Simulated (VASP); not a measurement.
Input of a VASP 6.6.1 run:

POSCAR

```
TiC
1.0
    2.0773577531      2.0773577531      0.0000000000
   -2.0773577531      2.0773577531      0.0000000000
    0.0000000000      0.0000000000      4.1547155063
Ti C
2 2
Direct
    0.0000000000      0.0000000000      0.0000000000
    0.5000000000      0.5000000000      0.5000000000
    0.5000000000      0.5000000000      0.0000000000
    0.0000000000      0.0000000000      0.5000000000
```

Contents of INCAR.step1:

```
SYSTEM = TiC
ALGO = Normal ; EDIFF = 1E-4
ENCUT = 520 ; GGA = PE
ISMEAR = 0 ; LASPH = .TRUE.
LCHARG = .FALSE. ; LREAL = .FALSE.
LWAVE = .TRUE. ; NBANDS = 24
NELM = 100 ; PREC = Accurate
SIGMA = 0.1
```

INCAR.step2

```
SYSTEM = TiC
ALGO = Normal ; EDIFF = 1E-6
ENCUT = 520 ; ISIF = 2
ISMEAR = 0 ; ISTART = 1
LASPH = .TRUE. ; LCHARG = .FALSE.
LMIXTAU = .TRUE. ; LREAL = .FALSE.
LWAVE = .FALSE. ; METAGGA = R2SCAN
NBANDS = 24 ; NELM = 100
PREC = Accurate ; SIGMA = 0.1
```

Contents of KPOINTS:

```
k-points
0
G
  18 18 12
  0 0 0
```

Potentials or basis: VASP PAW PBE potentials, release 64 (Ti_sv, C).

Command:

```sh
$ cat potpaw_PBE.64/Ti_sv/POTCAR potpaw_PBE.64/C/POTCAR > POTCAR
$ cp INCAR.step1 INCAR
$ mpirun -np 1 vasp_std > vasp.out
$ cp INCAR.step2 INCAR
$ mpirun -np 1 vasp_std > vasp.out
```

(1) Estimate the pressure.

(2) Estimate the band gap on the k mesh.

Results:

(1) 42.2 GPa.

(2) zero (band 16 reaches 11.94 eV, above the bottom of band 17 at 10.55 eV).

Caveat: the cell differs from its parent crystal (equal strain along all axes, cell held: -4.0 %); the PAW data sets were made with another functional, which shifts forces and pressure a little.
